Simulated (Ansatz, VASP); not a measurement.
# Two plane-wave programs on CsHf

```
CELL_PARAMETERS angstrom
4.15971 0.00000 0.00000
0.00000 4.15971 0.00000
0.00000 0.00000 4.15971
ATOMIC_POSITIONS crystal
Cs 0.50000 0.50000 0.50000
Hf 0.00000 0.00000 0.00000
```

Change from the starting cell: species swapped into the GdCu type (Pm-3m, No. 221).

Alike in both runs: functional PBE; k mesh 14 × 14 × 14; occupations gaussian, width 0.1 eV; no spin polarisation.

Ansatz relaxed the structure, and its values are those at the end. VASP's run is a single point on that final structure, the one shown.

|  | VASP | Ansatz |
| --- | --- | --- |
| version | VASP 6.6.1 | Ansatz 0.2.0 |
| potentials or method | VASP PAW PBE potentials, release 64 (Cs_sv, Hf_pv), cutoff 520 eV | scalar-relativistic, plane waves, PAW |
| valence electrons in the cell | 19 | 35 |

```tsv
	VASP	Ansatz	Ansatz less VASP
gap on the k mesh at the Fermi level (eV)	none	none	-
pressure (GPa)	0.1	0.0	-0.05
```

A gap of «none» marks a metal or a gap that the smearing closes. With one functional, cell and mesh, what is left measures potentials, basis and numerics. VASP's potentials hold 19 valence electrons a cell and Ansatz's 35, so a difference there can come from the potentials and not from the codes.

Spin-orbit coupling is off throughout.
